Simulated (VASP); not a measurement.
Wanted: the native input for a VASP 6.6.1 run.

* Task: single point
* Functional: PBE
* Potentials or basis: VASP PAW PBE potentials, release 64 (Y_sv)
* Cutoff: 500 eV
* k mesh: 18 × 18 × 6
* Occupations: gaussian, width 0.1 eV
* Spin: no spin polarisation
* Dipole correction: no
* Further INCAR settings: ALGO = Normal; EDIFF = 1e-06; NBANDS = 30

The structure of Y lies in POSCAR:

```
Y
1.0
    3.5982311589      0.0000000000      0.0000000000
   -1.7991155795      3.1161595923      0.0000000000
    0.0000000000      0.0000000000     10.8885583101
Y
4
Direct
    0.0000000000      0.0000000000      0.0000000000
    0.3333333333      0.6666666667      0.2500000000
    0.0000000000      0.0000000000      0.5000000000
    0.6666666667      0.3333333333      0.7500000000
```

This cell differs from its parent crystal: strain along c alone, the other axes held: -6.0 %.

These files were run (other wordings do the same):

INCAR

```
ALGO = Normal
EDIFF = 1E-6
ENCUT = 500
GGA = PE
GGA_COMPAT = F
ISIF = 2
ISMEAR = 0
LASPH = T
LCHARG = F
LREAL = F
LWAVE = F
NBANDS = 30
NELM = 120
PREC = Accurate
SIGMA = 0.1
```

KPOINTS

```
k-points
0
Gamma
  18 18 6
```

Potentials or basis: VASP PAW PBE potentials, release 64 (Y_sv).

The run is started by

```sh
$ cat potpaw_PBE.64/Y_sv/POTCAR > POTCAR
$ mpirun -np 1 vasp_std > vasp.out
```

It gave:

| Property | Result |
| --- | --- |
| Pressure | 2.6 GPa |
| Band gap on the k mesh | zero (bands 22 and 23 overlap by 1.78 eV) |

Caveat: the cell differs from its parent crystal (strain along c alone, the other axes held: -6.0 %).

It took 4.8 min on 1 thread of AMD EPYC 9R45 96-Core Processor (Zen 5), with other jobs on the host, peak memory 0.5 GiB.
